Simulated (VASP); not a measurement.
Set up this calculation in VASP 6.6.1, as the native input.

```yaml
Task: relaxation of cell and atoms
Functional: PBE
Potentials_or_basis: VASP PAW PBE potentials, release 64 (Be, Te)
Cutoff: 600 eV
k_mesh: 8 × 8 × 8
Occupations: gaussian, width 0.01 eV
Spin: no spin polarisation
Target_pressure: 20 GPa
Dipole_correction: no
Further_INCAR_settings: ALGO = Normal; EDIFF = 1e-06; IBRION = 2; EDIFFG = -0.01; NSW = 80; ISIF = 3
```

The structure of BeTe lies in POSCAR:

```
BeTe
1.0
    0.0000000000      2.7700000000      2.7700000000
    2.7700000000      0.0000000000      2.7700000000
    2.7700000000      2.7700000000      0.0000000000
Be Te
1 1
Direct
    0.0000000000      0.0000000000      0.0000000000
    0.2500000000      0.2500000000      0.2500000000
```

These files were run (other wordings do the same):

INCAR

```
SYSTEM = BeTe
ALGO = Normal ; EDIFF = 1E-6
EDIFFG = -0.01 ; ENCUT = 600
GGA = PE ; IBRION = 2
ISIF = 3 ; ISMEAR = 0
LASPH = .TRUE. ; LCHARG = .FALSE.
LREAL = .FALSE. ; LWAVE = .FALSE.
NELM = 80 ; NSW = 80
PREC = Accurate ; PSTRESS = 200.0
SIGMA = 0.01
```

KPOINTS

```
k-points
0
G
  8 8 8
  0 0 0
```

Potentials or basis: VASP PAW PBE potentials, release 64 (Be, Te).

Launch:

```bash
$ cat potpaw_PBE.64/Be/POTCAR potpaw_PBE.64/Te/POTCAR > POTCAR
$ mpirun -np 1 vasp_std > vasp.out
```

Results of the run:

```json
{"Relaxed volume": "18.17 Å³/atom", "Relaxed cell": "a = 3.718 Å, b = 3.718 Å, c = 3.718 Å, α = 60.00°, β = 60.00°, γ = 60.00°", "Space group after relaxing (to 0.05 Å)": "F-43m (No. 216)", "Energy change on relaxing (the enthalpy is what falls)": "+217.0 meV/atom", "Ionic steps": "4", "Pressure after relaxing": "19.9 GPa", "Band gap on the k mesh": "1.38 eV, indirect (least direct gap 3.36 eV)"}
```

Caveat: the cell is relaxed towards a set pressure, so the enthalpy falls and the energy may rise; spin-orbit coupling is left out, which moves the levels of the heavy elements.

It took 14 s on 1 thread of Intel(R) Xeon(R) 6975P-C (Granite Rapids), with other jobs on the host, peak memory 0.18 GiB.
